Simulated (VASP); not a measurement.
Wanted: the native input for a VASP 6.6.1 run.

```
Task                   : relaxation of cell and atoms
Functional             : PBE
Potentials or basis    : VASP PAW PBE potentials, release 64 (Hf_pv)
Cutoff                 : 600 eV
k mesh                 : 18 × 18 × 18
Occupations            : fermi-dirac, width 0.1 eV
Spin                   : no spin polarisation
Target pressure        : 250 GPa
Dipole correction      : no
Further INCAR settings : ALGO = Normal; EDIFF = 1e-07; IBRION = 2; EDIFFG = -0.005; NSW = 32; ISIF = 3
```

The structure of Hf lies in POSCAR:

```
Hf
1.0
   -2.1759697278      2.1759697278      1.1940748257
    2.1759697278     -2.1759697278      1.1940748257
    2.1759697278      2.1759697278     -1.1940748257
Hf
2
Direct
   -0.3750000000     -0.1250000000     -0.2500000000
    0.3750000000      0.1250000000      0.2500000000
```

These files were run (other wordings do the same):

INCAR

```
SYSTEM = Hf
  ALGO = Normal
  EDIFF = 1E-7
  EDIFFG = -0.005
  ENCUT = 600
  GGA = PE
  IBRION = 2
  ISIF = 3
  ISMEAR = -1
  LASPH = .True.
  LCHARG = .False.
  LREAL = .False.
  LWAVE = .False.
  NELM = 60
  NSW = 32
  PREC = Accurate
  PSTRESS = 2500.0
  SIGMA = 0.1
```

KPOINTS

```
k-points
0
Gamma
  18 18 18
  0 0 0
```

Potentials or basis: VASP PAW PBE potentials, release 64 (Hf_pv).

The run is started by

```sh
$ cat potpaw_PBE.64/Hf_pv/POTCAR > POTCAR
$ mpirun -np 1 vasp_std > vasp.out
```

It gave:

```json
{
  "Relaxed volume": "11.24 Å³/atom",
  "Relaxed cell": "a = 3.292 Å, b = 3.292 Å, c = 3.292 Å, α = 97.55°, β = 97.55°, γ = 137.48°",
  "Space group after relaxing (to 0.1 Å)": "I4_1/amd (No. 141)",
  "Energy change on relaxing (the run minimises the enthalpy)": "+109.0 meV/atom",
  "Ionic steps": "6",
  "Pressure after relaxing": "250.0 GPa",
  "Band gap on the k mesh": "zero (bands 10 and 11 overlap by 3.35 eV)"
}
```

Caveat: the cell is relaxed towards a set pressure, so the run minimises the enthalpy, not the energy; spin-orbit coupling is left out, which moves the levels of the heavy elements.

Run time: 8.7 min on 1 thread of Oxide Virtual Turin-like Processor (shared host), peak memory 0.28 GiB.
